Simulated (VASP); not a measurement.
# InO in VASP: further runs, part 2 of 2

VASP 6.6.1.

**5. Single point, PBEsol**

This run uses another cell than the first one, of the same volume but with other edges.

INCAR

```
SYSTEM = InO
PREC = Accurate
ENCUT = 520
EDIFF = 1E-7
ISMEAR = 0
SIGMA = 0.03
LREAL = .False.
LASPH = .True.
NELM = 80
ALGO = Normal
ISIF = 2
LWAVE = .False.
LCHARG = .True.
GGA = PS
LELF = .True.
LVHAR = .True.
NBANDS = 27
```

KPOINTS

```
regular mesh
0
Gamma
  12 12 4
  0 0 0
```

POSCAR

```
InO
1.0
    3.6458667838      0.0000000000      0.0000000000
   -1.8229333919      3.1574132536      0.0000000000
    0.0000000000      0.0000000000     14.2467935377
In O
2 2
Direct
    0.6666666667      0.3333333333      0.5900210000
    0.6666666667      0.3333333333      0.4099790000
    0.0000000000      0.0000000000      0.6398670000
    0.0000000000      0.0000000000      0.3601330000
```

Potentials or basis: VASP PAW PBE potentials, release 64 (In_d, O).

On the command line:

```
> cat potpaw_PBE.64/In_d/POTCAR potpaw_PBE.64/O/POTCAR > POTCAR
> mpirun -np 1 vasp_std > vasp.out
```

OUTCAR:

```text
SYSTEM = InO
   PREC = Accurate
   ENCUT = 520
   EDIFF = 1E-7
   ISMEAR = 0
   LREAL = .False.
   LASPH = .True.
   NELM = 80
   ISIF = 2
   GGA = PS

 ion  position               nearest neighbor table
   1  0.667  0.333  0.590-   3 2.22   3 2.22   3 2.22   2 2.57
   2  0.667  0.333  0.410-   4 2.22   4 2.22   4 2.22   1 2.57
   3  0.000  0.000  0.640-   1 2.22   1 2.22   1 2.22
   4  0.000  0.000  0.360-   2 2.22   2 2.22   2 2.22

  LATTYP: Found a hexagonal cell.
 ALAT       =     3.6458667838
 C/A-ratio  =     3.9076560891

  Lattice vectors:

 A1 = (   3.6458667838,   0.0000000000,   0.0000000000)
 A2 = (  -1.8229333919,   3.1574132536,   0.0000000000)
 A3 = (   0.0000000000,   0.0000000000,  14.2467935377)

Analysis of symmetry for initial positions (statically):
=====================================================================
 Subroutine PRICEL returns:
 Original cell was already a primitive cell.

 Routine SETGRP: Setting up the symmetry group for a
 hexagonal supercell.

 Subroutine GETGRP returns: Found 12 space group operations
 (whereof 12 operations were pure point group operations)
 out of a pool of 24 trial point group operations.

The static configuration has the point symmetry D_3h.

Analysis of symmetry for dynamics (positions and initial velocities):
=====================================================================
 Subroutine PRICEL returns:
 Original cell was already a primitive cell.

 Routine SETGRP: Setting up the symmetry group for a
 hexagonal supercell.

 Subroutine GETGRP returns: Found 12 space group operations
 (whereof 12 operations were pure point group operations)
 out of a pool of 24 trial point group operations.

The dynamic configuration has the point symmetry D_3h.

 Subroutine INISYM returns: Found 12 space group operations
 (whereof 12 operations are pure point group operations),
 and found     1 'primitive' translations

----------------------------------------------------------------------------------------

                                     Primitive cell

  volume of cell :     164.0021

  direct lattice vectors                    reciprocal lattice vectors
     3.645866784  0.000000000  0.000000000     0.274283198  0.158357478  0.000000000
    -1.822933392  3.157413254  0.000000000     0.000000000  0.316714956  0.000000000
     0.000000000  0.000000000 14.246793538     0.000000000  0.000000000  0.070191233

  length of vectors
     3.645866784  3.645866784 14.246793538     0.316714956  0.316714956  0.070191233

  position of ions in fractional coordinates (direct lattice)
     0.666666667  0.333333333  0.590021000
     0.666666667  0.333333333  0.409979000
     0.000000000  0.000000000  0.639867000
     0.000000000  0.000000000  0.360133000

  ion indices of the primitive-cell ions
   primitive index   ion index
                 1           1
                 2           2
                 3           3
                 4           4

----------------------------------------------------------------------------------------

 KPOINTS: regular mesh

Automatic generation of k-mesh.
 Grid dimensions read from file:
 generate k-points for:   12   12    4

 Generating k-lattice:

  Cartesian coordinates                     Fractional coordinates (reciprocal lattice)
     0.022856933  0.013196457  0.000000000     0.083333333  0.000000000  0.000000000
     0.000000000  0.026392913  0.000000000     0.000000000  0.083333333  0.000000000
     0.000000000  0.000000000  0.017547808     0.000000000  0.000000000  0.250000000

  Length of vectors
     0.026392913  0.026392913  0.017547808

  Shift w.r.t. Gamma in fractional coordinates (k-lattice)
     0.000000000  0.000000000  0.000000000

 Subroutine IBZKPT returns following result:
 ===========================================

 Found     57 irreducible k-points:

 Following reciprocal coordinates:
            Coordinates               Weight
  0.000000  0.000000  0.000000      1.000000
  0.083333 -0.000000  0.000000      6.000000
  0.166667  0.000000  0.000000      6.000000
  0.250000  0.000000  0.000000      6.000000
  0.333333  0.000000  0.000000      6.000000
  0.416667  0.000000  0.000000      6.000000
[... 16 lines left out ...]
  0.250000  0.000000  0.250000     12.000000
  0.333333  0.000000  0.250000     12.000000
 [... further k-points ...]
   k-points           NKPTS =     57   k-points in BZ     NKDIM =     57   number of bands    NBANDS=     27
   number of dos      NEDOS =    301   number of ions     NIONS =      4
   total plane-waves  NPLWV =  84672
   dimension x,y,z NGX =    28 NGY =   28 NGZ =  108
   dimension x,y,z NGXF=    56 NGYF=   56 NGZF=  216
   ions per type =               2   2
   NGX,Y,Z   is equivalent  to a cutoff of  12.77, 12.77, 12.60 a.u.
   NGXF,Y,Z  is equivalent  to a cutoff of  25.54, 25.54, 25.21 a.u.
 SYSTEM =  InO
   PREC   = accura    normal or accurate (medium, high low for compatibility)
   ISTART =      0    job   : 0-new  1-cont  2-samecut
   ICHARG =      2    charge: 1-file 2-atom 10-const
   ISPIN  =      1    spin polarized calculation?
   LNONCOLLINEAR =      F non collinear calculations
   LSORBIT =      F    spin-orbit coupling
   LASPH  =      T    aspherical Exc in radial PAW
   ENCUT  =  520.0 eV  38.22 Ry    6.18 a.u.   6.78  6.78 26.49*2*pi/ulx,y,z
   NELM   =     80;   NELMIN=  2; NELMDL= -5     # of ELM steps
   EDIFF  = 0.1E-06   stopping-criterion for ELM
   LREAL  =      F    real-space projection
   EDIFFG = 0.1E-05   stopping-criterion for IOM
   NSW    =      0    number of steps for IOM
   IBRION =     -1    ionic relax: 0-MD 1-quasi-New 2-CG
   NFREE  =      0    steps in history (QN), initial steepest desc. (CG)
   ISIF   =      2    stress and relaxation
   ISYM   =      2    0-nonsym 1-usesym 2-fastsym
   POTIM  = 0.5000    time-step for ionic-motion
   TEBEG  =    0.0;   TEEND  =   0.0 temperature during run
   PSTRESS=    0.0 pullay stress
   NELECT =      38.0000    total number of electrons
   NUPDOWN=      -1.0000    fix difference up-down
   EMIN   =  10.00;   EMAX   =-10.00  energy-range for DOS
   EFERMI =   0.00;   METHOD = LEGACY
   ISMEAR =     0;   SIGMA  =   0.03  broadening in eV -4-tet -1-fermi 0-gaus
   EFERMI_NEDOS =   21; number of points for ismear=-14 and -15
   IALGO  =     38    algorithm
   IMIX   =      4    mixing-type and parameters
     AMIX     =   0.40;   BMIX     =  1.00
     AMIX_MAG =   1.60;   BMIX_MAG =  1.00
  volume/ion in A,a.u.               =      41.00       276.69
  Fermi-wavevector in a.u.,A,eV,Ry     =   1.005510  1.900138 13.756166  1.011050
  Thomas-Fermi vector in A             =   2.138194
   LORBIT       =      0    0 simple, 1 ext, 2 COOP (PROOUT), +10 PAW based schemes
   GGA     = PS    functional components
   LHFCALC =     F    Hartree Fock is set to
   AEXX    =    0.0000 exact exchange contribution
   IVDW    =     0    specifies the selected vdW correction
   LEPSILON=     F    determine dielectric tensor
   LRPA    =     F    only Hartree local field effects (RPA)
 non-spin polarized calculation
 Gauss-broadening in eV      SIGMA  =   0.03
  energy-cutoff  :      520.00
  volume of cell :      164.00
 maximum number of plane-waves:      4436
 NGX is ok and might be reduce to    28

 number of electron      37.9999983 magnetization

 Free energy of the ion-electron system (eV)
  ---------------------------------------------------
  ext. energy  EPLUGINS =         0.00000000
  ---------------------------------------------------
  free energy    TOTEN  =       -20.15642131 eV

  energy without entropy =      -20.15642131  energy(sigma->0) =      -20.15642131

 E-fermi :  -1.5659     XC(G=0):  -5.0790

 val. band max:       -1.6758275802   @ k =   0.1667   0.1667   0.5000
 cond. band min:      -1.4640328679   @ k =   0.0000   0.0000   0.5000
 fundamental gap:      0.2117947122
 Fermi energy:        -1.5658543682

 k-point     1 :       0.0000    0.0000    0.0000
  band No.  band energies     occupation
      1     -18.6185      2.00000
      2     -18.5724      2.00000
      3     -15.5062      2.00000
      4     -15.2093      2.00000
      5     -15.2093      2.00000
      6     -15.0608      2.00000
[... 19 lines left out ...]
     26       7.1643      0.00000
     27       7.6075      0.00000
[... 661 lines left out ...]
 k-point    24 :       0.3333    0.0000    0.2500
  band No.  band energies     occupation
      1     -18.5465      2.00000
      2     -18.5157      2.00000
      3     -15.5785      2.00000
      4     -15.2150      2.00000
      5     -15.1968      2.00000
      6     -14.9148      2.00000
[... 19 lines left out ...]
     26       6.4151      0.00000
     27       7.5609      0.00000

 [... further k-points ...]
[... 5 lines left out ...]
  --------------------------------------------------------------------------------------
  -------------------------------------------------------------------------------------
  Total       -6.8033595     -6.8033595      4.0809686      0.0000000      0.0000000     -0.0000000
  in kB      -66.4637203    -66.4637203     39.8680034      0.0000000      0.0000000     -0.0000000
  external PRESSURE =     -31.0198124 kB  Pullay stress =       0.0000000 kB

 VOLUME and BASIS-vectors are now :
 -----------------------------------------------------------------------------
  energy-cutoff  :      520.00
  volume of cell :      164.00
      direct lattice vectors                 reciprocal lattice vectors
     3.645866784  0.000000000  0.000000000     0.274283198  0.158357478  0.000000000
    -1.822933392  3.157413254  0.000000000     0.000000000  0.316714956  0.000000000
     0.000000000  0.000000000 14.246793538     0.000000000  0.000000000  0.070191233

 POSITION                                       TOTAL-FORCE (eV/Angst)
 -----------------------------------------------------------------------------------
      1.82293      1.05247      8.40591        -0.000000      0.000000      2.175061
      1.82293      1.05247      5.84089         0.000000     -0.000000     -2.175061
      0.00000      0.00000      9.11605         0.000000     -0.000000     -0.357751
      0.00000      0.00000      5.13074        -0.000000      0.000000      0.357751
 -----------------------------------------------------------------------------------
    total drift:                                0.000001     -0.000000      0.000000

  FREE ENERGIE OF THE ION-ELECTRON SYSTEM (eV)
  ---------------------------------------------------
  free  energy   TOTEN  =       -20.1564213142 eV

  energy  without entropy=      -20.1564213118  energy(sigma->0) =      -20.15642131
```

OSZICAR:

```text
N       E                     dE             d eps       ncg     rms          rms(c)
DAV:   1     0.393196780567E+03    0.39320E+03   -0.17850E+04  3086   0.143E+03
DAV:   2     0.404466864792E+02   -0.35275E+03   -0.33943E+03  3417   0.376E+02
DAV:   3    -0.212806672227E+02   -0.61727E+02   -0.60609E+02  3924   0.172E+02
[... 13 lines left out ...]
DAV:  17    -0.201563979011E+02   -0.41937E-04   -0.35643E-06  4333   0.158E-02    0.279E-03
DAV:  18    -0.201564164466E+02   -0.18546E-04   -0.63323E-07  3323   0.452E-03    0.205E-03
DAV:  19    -0.201564209096E+02   -0.44630E-05   -0.14463E-07  2696   0.166E-03    0.904E-04
DAV:  20    -0.201564212819E+02   -0.37228E-06   -0.22472E-08  2620   0.102E-03    0.219E-04
DAV:  21    -0.201564213142E+02   -0.32268E-07   -0.46612E-09  2570   0.523E-04
   1 F= -.20156421E+02 E0= -.20156421E+02  d E =-.237214E-08
```

Run time: 7.9 min. Hardware: 1 thread of Intel Xeon 8259CL, shared host; peak memory 0.4 GiB.

Results:

| Item | Value |
| --- | --- |
| Free energy | -20.1564 eV |
| Largest force | 2.175 eV/Å |
| Band gap on the k mesh | 0.21 eV (least direct gap 0.79 eV) |

Forces in eV/Å, atoms in the order of the input:
```
In   0.000  0.000  2.175
In   0.000  0.000 -2.175
O    0.000  0.000 -0.358
O    0.000  0.000  0.358
```

Levels at points of the mesh, in eV from the valence-band top:
```csv
k point,band 17,band 18,band 19,band 20,band 21,band 22
"(0.00, 0.00, 0.00)",-1.54,-1.54,-0.58,0.21,3.33,6.17
"(0.50, 0.00, 0.00)",-2.25,-1.35,-0.24,2.25,3.83,5.99
"(0.00, 0.00, 0.50)",-1.54,-1.54,-0.58,0.21,3.33,5.97
"(0.50, 0.00, 0.50)",-2.25,-1.35,-0.24,2.25,3.83,5.99
```

Caveat: the PAW data sets were made with another functional, which shifts forces and pressure a little; spin-orbit coupling is left out, which moves the levels of the heavy elements.

**6. Single point, PBEsol**

This run uses another cell than the first one, of the same volume but with other edges.

INCAR

```
SYSTEM = InO
ALGO = Normal
EDIFF = 1E-6
ENCUT = 520
GGA = PS
ISIF = 2
ISMEAR = 0
LASPH = .True.
LCHARG = .False.
LREAL = .False.
LWAVE = .False.
NBANDS = 27
NELM = 80
PREC = Accurate
SIGMA = 0.03
```

KPOINTS

```
k-points
0
Gamma
  12 12 4
  0 0 0
```

POSCAR

```
InO
1.0
    3.5509494950      0.0000000000      0.0000000000
   -1.7754747475      3.0752124702      0.0000000000
    0.0000000000      0.0000000000     15.0186097210
In O
2 2
Direct
    0.6666666667      0.3333333333      0.5900210000
    0.6666666667      0.3333333333      0.4099790000
    0.0000000000      0.0000000000      0.6398670000
    0.0000000000      0.0000000000      0.3601330000
```

Potentials or basis: VASP PAW PBE potentials, release 64 (In_d, O).

On the command line:

```
> cat potpaw_PBE.64/In_d/POTCAR potpaw_PBE.64/O/POTCAR > POTCAR
> mpirun -np 1 vasp_std > vasp.out
```

OUTCAR:

```text
SYSTEM = InO
   EDIFF = 1E-6
   ENCUT = 520
   GGA = PS
   ISIF = 2
   ISMEAR = 0
   LASPH = .True.
   LREAL = .False.
   NELM = 80
   PREC = Accurate

 ion  position               nearest neighbor table
   1  0.667  0.333  0.590-   3 2.18   3 2.18   3 2.18   2 2.70
   2  0.667  0.333  0.410-   4 2.18   4 2.18   4 2.18   1 2.70
   3  0.000  0.000  0.640-   1 2.18   1 2.18   1 2.18
   4  0.000  0.000  0.360-   2 2.18   2 2.18   2 2.18

  LATTYP: Found a hexagonal cell.
[... 920 lines left out ...]
  Direction    XX          YY          ZZ          XY          YZ          ZX
  --------------------------------------------------------------------------------------
  -------------------------------------------------------------------------------------
  Total       -4.6558828     -4.6558828      1.1645695      0.0000000      0.0000000      0.0000000
  in kB      -45.4844833    -45.4844833     11.3769709      0.0000000      0.0000000      0.0000000
  external PRESSURE =     -26.5306652 kB  Pullay stress =       0.0000000 kB

 VOLUME and BASIS-vectors are now :
 -----------------------------------------------------------------------------
  energy-cutoff  :      520.00
  volume of cell :      164.00
      direct lattice vectors                 reciprocal lattice vectors
     3.550949495  0.000000000  0.000000000     0.281614819  0.162590392  0.000000000
    -1.775474747  3.075212470  0.000000000     0.000000000  0.325180783  0.000000000
     0.000000000  0.000000000 15.018609721     0.000000000  0.000000000  0.066584059

 POSITION                                       TOTAL-FORCE (eV/Angst)
 -----------------------------------------------------------------------------------
      1.77547      1.02507      8.86130        -0.000000      0.000000      0.955475
      1.77547      1.02507      6.15731         0.000000     -0.000000     -0.955475
      0.00000      0.00000      9.60991        -0.000000     -0.000000     -0.320236
      0.00000      0.00000      5.40870        -0.000000      0.000000      0.320236
 -----------------------------------------------------------------------------------
    total drift:                               -0.000001      0.000000      0.000000

  FREE ENERGIE OF THE ION-ELECTRON SYSTEM (eV)
  ---------------------------------------------------
  free  energy   TOTEN  =       -20.5947579404 eV

  energy  without entropy=      -20.5947579404  energy(sigma->0) =      -20.59475794
```

OSZICAR:

```text
N       E                     dE             d eps       ncg     rms          rms(c)
DAV:   1     0.392335883428E+03    0.39234E+03   -0.17929E+04  3094   0.143E+03
DAV:   2     0.407644721560E+02   -0.35157E+03   -0.33882E+03  3388   0.377E+02
DAV:   3    -0.215370889876E+02   -0.62302E+02   -0.61032E+02  4000   0.172E+02
[... 13 lines left out ...]
DAV:  17    -0.205947179178E+02   -0.33538E-04   -0.44650E-06  3551   0.208E-02    0.334E-03
DAV:  18    -0.205947528821E+02   -0.34964E-04   -0.15868E-06  2751   0.801E-03    0.166E-03
DAV:  19    -0.205947555906E+02   -0.27084E-05   -0.14320E-07  2718   0.360E-03    0.102E-03
DAV:  20    -0.205947575443E+02   -0.19537E-05   -0.84393E-08  2353   0.209E-03    0.302E-04
DAV:  21    -0.205947579404E+02   -0.39615E-06   -0.28704E-08  2532   0.193E-03
   1 F= -.20594758E+02 E0= -.20594758E+02  d E =-.253016E-17
```

It took 8.2 min on 1 thread of Intel Xeon 8259CL, shared host; peak memory 0.42 GiB.

What came out:

```
Free energy            : -20.5948 eV
Largest force          : 0.955 eV/Å
Band gap on the k mesh : 0.38 eV (least direct gap 0.91 eV)
```

Forces on the atoms (eV/Å):
```
In   0.000  0.000  0.955
In   0.000  0.000 -0.955
O    0.000  0.000 -0.320
O    0.000  0.000  0.320
```

Caveat: the PAW data sets were made with another functional, which shifts forces and pressure a little; spin-orbit coupling is left out, which moves the levels of the heavy elements.

**7. Summary**

| cell | gap on the mesh (eV) | largest force (eV/Å) |
| --- | --- | --- |
| a = 3.250, b = 3.250, c = 17.929 Å, angles 90.0, 90.0, 120.0°, 4 atoms | none | 1.10 |
| a = 3.346, b = 3.346, c = 16.919 Å, angles 90.0, 90.0, 120.0°, 4 atoms | none | 0.68 |
| a = 3.164, b = 3.164, c = 18.912 Å, angles 90.0, 90.0, 120.0°, 4 atoms | none | 1.17 |
| a = 3.646, b = 3.646, c = 14.247 Å, angles 90.0, 90.0, 120.0°, 4 atoms | 0.21 | 2.18 |
| a = 3.551, b = 3.551, c = 15.019 Å, angles 90.0, 90.0, 120.0°, 4 atoms | 0.38 | 0.96 |

Alike in all rows: task single point; level PBEsol; potentials or basis VASP PAW PBE potentials, release 64 (In_d, O); no spin polarisation; k mesh 12 × 12 × 4; cutoff (eV) 520; smearing gaussian 0.03 eV.

Caveats: the PAW data sets were made with another functional, which shifts forces and pressure a little; spin-orbit coupling is left out, which moves the levels of the heavy elements.

Total energies depend on the potentials used, so only differences within one code and one set of settings carry meaning.
